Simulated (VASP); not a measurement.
# Rh (Cm) in VASP: further runs

The runs below take Rh through single point, with LDA.

All numbers are computed with VASP 6.6.1; they aren't measurements. Logs are shortened: lines on timing, memory, paths and dates and some standing lists are left out, and cuts for length are marked.

## 1. The cell of the first run

It takes space group Cm (No. 8, monoclinic). Conventional cell: a = 4.662 Å, b = 2.692 Å, c = 8.798 Å, α = 90.00°, β = 90.00°, γ = 90.00°. Rh (site symmetry m) has 12 Rh at 2.69 Å within 3.5 Å. Rh (site symmetry m) has 12 Rh at 2.68 to 2.70 Å within 3.5 Å. Within 3.5 Å of Rh (site symmetry m) lie 12 Rh at 2.68 to 2.71 Å. Rh (site symmetry m) has 12 Rh at 2.69 to 2.71 Å within 3.5 Å.

## 2. Single point, LDA

INCAR

```
PREC = Accurate ; ENCUT = 520
EDIFF = 1E-6 ; ISMEAR = -1
SIGMA = 0.1 ; LREAL = F
LASPH = T ; NELM = 80
ALGO = Normal ; ISIF = 2
LWAVE = F ; LCHARG = F
NBANDS = 38
```

KPOINTS

```
Automatic mesh
0
Gamma
  9 9 3
```

POSCAR

```
Rh
1.0
    2.6917446200      0.0000000000      0.0000000000
   -1.3458723100      2.3311192200      0.0000000000
    0.0000000000      0.0000000000      8.7980701300
Rh
4
Direct
    0.0000000000      0.0000000000      0.0000000000
    0.3333333318      0.6666666710      0.2499999997
    0.0053622311      0.0107244622      0.4999999994
    0.6666666720      0.3333333290      0.7500000003
```

Potentials or basis: VASP PAW LDA potentials, release 64 (Rh_pv).

Command:

```bash
cat potpaw_LDA.64/Rh_pv/POTCAR > POTCAR
mpirun -np 1 vasp_std > vasp.out
```

OUTCAR:

```text
PREC = Accurate
   ENCUT = 520
   EDIFF = 1E-6
   ISMEAR = -1
   LREAL = F
   LASPH = T
   NELM = 80
   ISIF = 2

 ion  position               nearest neighbor table
   1  0.000  0.000  0.000-   4 2.69   2 2.69   2 2.69   4 2.69   2 2.69   4 2.69
   2  0.333  0.667  0.250-   3 2.68   1 2.69   1 2.69   1 2.69   3 2.70   3 2.70
   3  0.005  0.011  0.500-   2 2.68   4 2.69   4 2.69   2 2.70   2 2.70   4 2.71
   4  0.667  0.333  0.750-   3 2.69   3 2.69   1 2.69   1 2.69   1 2.69   3 2.71

  LATTYP: Found a hexagonal cell.
 ALAT       =     2.6917446200
 C/A-ratio  =     3.2685382055

  Lattice vectors:

 A1 = (   2.6917446200,   0.0000000000,   0.0000000000)
 A2 = (  -1.3458723100,   2.3311192200,   0.0000000000)
 A3 = (   0.0000000000,   0.0000000000,   8.7980701300)

Analysis of symmetry for initial positions (statically):
=====================================================================
 Subroutine PRICEL returns:
 Original cell was already a primitive cell.

 Routine SETGRP: Setting up the symmetry group for a
 hexagonal supercell.

 Subroutine GETGRP returns: Found  2 space group operations
 (whereof  2 operations were pure point group operations)
 out of a pool of 24 trial point group operations.

The static configuration has the point symmetry C_1h.

Analysis of symmetry for dynamics (positions and initial velocities):
=====================================================================
 Subroutine PRICEL returns:
 Original cell was already a primitive cell.

 Routine SETGRP: Setting up the symmetry group for a
 hexagonal supercell.

 Subroutine GETGRP returns: Found  2 space group operations
 (whereof  2 operations were pure point group operations)
 out of a pool of 24 trial point group operations.

The dynamic configuration has the point symmetry C_1h.

 Subroutine INISYM returns: Found  2 space group operations
 (whereof  2 operations are pure point group operations),
 and found     1 'primitive' translations

----------------------------------------------------------------------------------------

                                     Primitive cell

  volume of cell :      55.2059

  direct lattice vectors                    reciprocal lattice vectors
     2.691744620  0.000000000  0.000000000     0.371506269  0.214489244  0.000000000
    -1.345872310  2.331119220  0.000000000     0.000000000  0.428978489  0.000000000
     0.000000000  0.000000000  8.798070130     0.000000000  0.000000000  0.113661290

  length of vectors
     2.691744620  2.691744619  8.798070130     0.428978489  0.428978489  0.113661290

  position of ions in fractional coordinates (direct lattice)
     0.000000000  0.000000000  0.000000000
     0.333333332  0.666666671  0.250000000
     0.005362231  0.010724462  0.499999999
     0.666666672  0.333333329  0.750000000

  ion indices of the primitive-cell ions
   primitive index   ion index
                 1           1
                 2           2
                 3           3
                 4           4

----------------------------------------------------------------------------------------

 KPOINTS: Automatic mesh

Automatic generation of k-mesh.
 Grid dimensions read from file:
 generate k-points for:    9    9    3

 Generating k-lattice:

  Cartesian coordinates                     Fractional coordinates (reciprocal lattice)
     0.041278474  0.023832138  0.000000000     0.111111111 -0.000000000  0.000000000
     0.000000000  0.047664277  0.000000000     0.000000000  0.111111111  0.000000000
     0.000000000  0.000000000  0.037887097     0.000000000  0.000000000  0.333333333

  Length of vectors
     0.047664277  0.047664277  0.037887097

  Shift w.r.t. Gamma in fractional coordinates (k-lattice)
     0.000000000  0.000000000  0.000000000

 Subroutine IBZKPT returns following result:
 ===========================================

 Found     70 irreducible k-points:

 Following reciprocal coordinates:
            Coordinates               Weight
  0.000000  0.000000  0.000000      1.000000
  0.111111  0.000000  0.000000      4.000000
  0.000000  0.111111  0.000000      2.000000
  0.222222  0.000000  0.000000      4.000000
  0.000000  0.222222  0.000000      2.000000
  0.333333  0.000000  0.000000      4.000000
[... 16 lines left out ...]
 -0.222222 -0.444444  0.000000      4.000000
  0.444444  0.333333  0.000000      4.000000
 [... further k-points ...]
   k-points           NKPTS =     70   k-points in BZ     NKDIM =     70   number of bands    NBANDS=     38
   number of dos      NEDOS =    301   number of ions     NIONS =      4
   total plane-waves  NPLWV =  28000
   dimension x,y,z NGX =    20 NGY =   20 NGZ =   70
   dimension x,y,z NGXF=    40 NGYF=   40 NGZF=  140
   ions per type =               4
   NGX,Y,Z   is equivalent  to a cutoff of  12.35, 12.35, 13.23 a.u.
   NGXF,Y,Z  is equivalent  to a cutoff of  24.70, 24.70, 26.45 a.u.
 SYSTEM =  unknown system
   PREC   = accura    normal or accurate (medium, high low for compatibility)
   ISTART =      0    job   : 0-new  1-cont  2-samecut
   ICHARG =      2    charge: 1-file 2-atom 10-const
   ISPIN  =      1    spin polarized calculation?
   LNONCOLLINEAR =      F non collinear calculations
   LSORBIT =      F    spin-orbit coupling
   LASPH  =      T    aspherical Exc in radial PAW
   ENCUT  =  520.0 eV  38.22 Ry    6.18 a.u.   5.00  5.00 16.36*2*pi/ulx,y,z
   NELM   =     80;   NELMIN=  2; NELMDL= -5     # of ELM steps
   EDIFF  = 0.1E-05   stopping-criterion for ELM
   LREAL  =      F    real-space projection
   EDIFFG = 0.1E-04   stopping-criterion for IOM
   NSW    =      0    number of steps for IOM
   IBRION =     -1    ionic relax: 0-MD 1-quasi-New 2-CG
   NFREE  =      0    steps in history (QN), initial steepest desc. (CG)
   ISIF   =      2    stress and relaxation
   ISYM   =      2    0-nonsym 1-usesym 2-fastsym
   POTIM  = 0.5000    time-step for ionic-motion
   TEBEG  =    0.0;   TEEND  =   0.0 temperature during run
   PSTRESS=    0.0 pullay stress
   NELECT =      60.0000    total number of electrons
   NUPDOWN=      -1.0000    fix difference up-down
   EMIN   =  10.00;   EMAX   =-10.00  energy-range for DOS
   EFERMI =   0.00;   METHOD = LEGACY
   ISMEAR =    -1;   SIGMA  =   0.10  broadening in eV -4-tet -1-fermi 0-gaus
   EFERMI_NEDOS =   21; number of points for ismear=-14 and -15
   IALGO  =     38    algorithm
   IMIX   =      4    mixing-type and parameters
     AMIX     =   0.40;   BMIX     =  1.00
     AMIX_MAG =   1.60;   BMIX_MAG =  1.00
  volume/ion in A,a.u.               =      13.80        93.14
  Fermi-wavevector in a.u.,A,eV,Ry     =   1.683178  3.180745 38.546496  2.833088
  Thomas-Fermi vector in A             =   2.766425
   LORBIT       =      0    0 simple, 1 ext, 2 COOP (PROOUT), +10 PAW based schemes
   GGA     = CA    functional components
   LHFCALC =     F    Hartree Fock is set to
   AEXX    =    0.0000 exact exchange contribution
   IVDW    =     0    specifies the selected vdW correction
   LEPSILON=     F    determine dielectric tensor
   LRPA    =     F    only Hartree local field effects (RPA)
 non-spin polarized calculation
  energy-cutoff  :      520.00
  volume of cell :       55.21
 maximum number of plane-waves:      1505
   NGX =  9   NGY =  9   NGZ = 33

 number of electron      59.9999995 magnetization

 Free energy of the ion-electron system (eV)
  ---------------------------------------------------
  ext. energy  EPLUGINS =         0.00000000
  ---------------------------------------------------
  free energy    TOTEN  =       -34.68104515 eV

  energy without entropy =      -34.50462222  energy(sigma->0) =      -34.59283368

 E-fermi :  11.6394     XC(G=0): -14.3271

 val. band max:       11.6251269874   @ k =   0.0000  -0.3333   0.3333
 cond. band min:      11.6472222633   @ k =   0.0000  -0.2222   0.3333
 fundamental gap:      0.0220952759
 Fermi energy:        11.6394157541

 k-point     1 :       0.0000    0.0000    0.0000
  band No.  band energies     occupation
      1     -35.2568      2.00000
      2     -34.9008      2.00000
      3     -34.8914      2.00000
      4     -34.6129      2.00000
      5     -34.6126      2.00000
      6     -34.5687      2.00000
[... 30 lines left out ...]
     37      20.1380      0.00000
     38      26.0475      0.00000

 k-point     2 :       0.1111    0.0000    0.0000
  band No.  band energies     occupation
      1     -35.2285      2.00000
      2     -34.9098      2.00000
      3     -34.8997      2.00000
      4     -34.6779      2.00000
      5     -34.6337      2.00000
      6     -34.6196      2.00000
[... 30 lines left out ...]
     37      20.0704      0.00000
     38      26.4892      0.00000

 k-point     3 :       0.0000    0.1111    0.0000
  band No.  band energies     occupation
      1     -35.2285      2.00000
      2     -34.9098      2.00000
      3     -34.8997      2.00000
      4     -34.6777      2.00000
      5     -34.6338      2.00000
      6     -34.6197      2.00000
[... 30 lines left out ...]
     37      20.0704      0.00000
     38      26.4893      0.00000

 k-point     4 :       0.2222    0.0000    0.0000
  band No.  band energies     occupation
      1     -35.1524      2.00000
      2     -34.9734      2.00000
      3     -34.9547      2.00000
      4     -34.8340      2.00000
      5     -34.7667      2.00000
      6     -34.6942      2.00000
[... 30 lines left out ...]
     37      19.9630      0.00000
     38      26.0821      0.00000
[... 703 lines left out ...]
      4     -35.0296      2.00000
      5     -34.9373      2.00000
      6     -34.9101      2.00000
[... 30 lines left out ...]
     37      20.9739      0.00000
     38      21.5427      0.00000

 k-point    23 :      -0.2222   -0.4444    0.0000
  band No.  band energies     occupation
      1     -35.1580      2.00000
      2     -35.1266      2.00000
      3     -35.0607      2.00000
      4     -35.0294      2.00000
      5     -34.9374      2.00000
      6     -34.9103      2.00000
[... 30 lines left out ...]
     37      20.9730      0.00000
     38      21.5416      0.00000

 k-point    24 :       0.4444    0.3333    0.0000
  band No.  band energies     occupation
      1     -35.1580      2.00000
      2     -35.1267      2.00000
      3     -35.0608      2.00000
      4     -35.0295      2.00000
      5     -34.9375      2.00000
      6     -34.9102      2.00000
[... 30 lines left out ...]
     37      20.9739      0.00000
     38      21.5423      0.00000

 [... further k-points ...]

------------------------ aborting loop because EDIFF is reached ----------------------------------------

  FORCE on cell =-STRESS in cart. coord.  units (eV):
  Direction    XX          YY          ZZ          XY          YZ          ZX
  --------------------------------------------------------------------------------------
  -------------------------------------------------------------------------------------
  Total       -3.4809645     -3.4788388     -4.0327974      0.0000000     -0.0046905      0.0000000
  in kB     -101.0239658   -100.9622743   -117.0391680      0.0000000     -0.1361258      0.0000000
  external PRESSURE =    -106.3418027 kB  Pullay stress =       0.0000000 kB

 VOLUME and BASIS-vectors are now :
 -----------------------------------------------------------------------------
  energy-cutoff  :      520.00
  volume of cell :       55.21
      direct lattice vectors                 reciprocal lattice vectors
     2.691744620  0.000000000  0.000000000     0.371506269  0.214489244  0.000000000
    -1.345872310  2.331119220  0.000000000     0.000000000  0.428978489  0.000000000
     0.000000000  0.000000000  8.798070130     0.000000000  0.000000000  0.113661290

 POSITION                                       TOTAL-FORCE (eV/Angst)
 -----------------------------------------------------------------------------------
      0.00000      0.00000      0.00000        -0.000000     -0.010036      0.000512
     -0.00000      1.55408      2.19952         0.000000      0.049137     -0.002078
      0.00000      0.02500      4.39904        -0.000000     -0.086663     -0.000426
      1.34587      0.77704      6.59855        -0.000000      0.047562      0.001991
 -----------------------------------------------------------------------------------
    total drift:                               -0.000010      0.000141      0.000004

  FREE ENERGIE OF THE ION-ELECTRON SYSTEM (eV)
  ---------------------------------------------------
  free  energy   TOTEN  =       -34.6810451512 eV

  energy  without entropy=      -34.5046222166  energy(sigma->0) =      -34.59283368
```

It took 51 s on 1 thread of Intel Xeon 6975P-C (Granite Rapids), shared host; peak memory 0.21 GiB.

Results:

| Property | Result |
| --- | --- |
| Free energy | -34.6810 eV |
| Pressure | -10.6 GPa |
| Largest force | 0.087 eV/Å |
| Band gap on the k mesh | zero (band 30 reaches 12.25 eV, above the bottom of band 31 at 10.63 eV) |

Forces on the atoms (eV/Å):
```
Rh   0.000 -0.010  0.001
Rh   0.000  0.049 -0.002
Rh   0.000 -0.087  0.000
Rh   0.000  0.048  0.002
```

Levels at points of the mesh, in eV from the Fermi level:
```
           k point  band 26  band 27  band 28  band 29  band 30  band 31  band 32  band 33
(0.00, 0.00, 0.00)    -2.62    -2.61    -1.42    -1.42    -0.83    -0.83    -0.33    -0.33
```

## 3. Single point, LDA

INCAR

```
SYSTEM = Rh
  PREC = Accurate
  ENCUT = 520
  EDIFF = 1E-6
  ISMEAR = -1
  SIGMA = 0.1
  LREAL = .False.
  LASPH = .True.
  NELM = 80
  ALGO = Normal
  ISIF = 2
  LWAVE = .False.
  LCHARG = .True.
  LELF = .True.
  LVHAR = .True.
  NBANDS = 38
```

KPOINTS

```
regular mesh
0
Gamma
  9 9 3
  0 0 0
```

Changes to POSCAR since step 2:

```diff
@@ -10,3 +10,3 @@
     0.3333333318      0.6666666710      0.2499999997
-    0.0053622311      0.0107244622      0.4999999994
+    0.0107244622      0.0214489244      0.4999999994
     0.6666666720      0.3333333290      0.7500000003
```

Potentials or basis: VASP PAW LDA potentials, release 64 (Rh_pv).

Command:

```bash
cat potpaw_LDA.64/Rh_pv/POTCAR > POTCAR
mpirun -np 1 vasp_std > vasp.out
```

Wall time 55 s (1 thread of Intel Xeon 6975P-C (Granite Rapids), shared host); peak memory 0.22 GiB.

Results (log left out):

```
Free energy            : -34.6778 eV
Pressure               : -10.6 GPa
Largest force          : 0.173 eV/Å
Band gap on the k mesh : zero (band 30 reaches 12.25 eV, above the bottom of band 31 at 10.63 eV)
```

Forces in eV/Å, atoms in the order of the input:
```
Rh   0.000 -0.020  0.000
Rh   0.000  0.100 -0.008
Rh   0.000 -0.173  0.001
Rh   0.000  0.093  0.008
```

Stress tensor (GPa, compression positive):
```
-10.08   0.00   0.00
  0.00 -10.06  -0.05
  0.00  -0.05 -11.63
```

Levels at points of the mesh, in eV from the Fermi level:
| k point | band 25 | band 26 | band 27 | band 28 | band 29 | band 30 | band 31 | band 32 | band 33 | band 34 |
| --- | --- | --- | --- | --- | --- | --- | --- | --- | --- | --- |
| (0.00, 0.00, 0.00) | -2.72 | -2.61 | -2.61 | -1.42 | -1.42 | -0.83 | -0.83 | -0.33 | -0.33 | 0.44 |
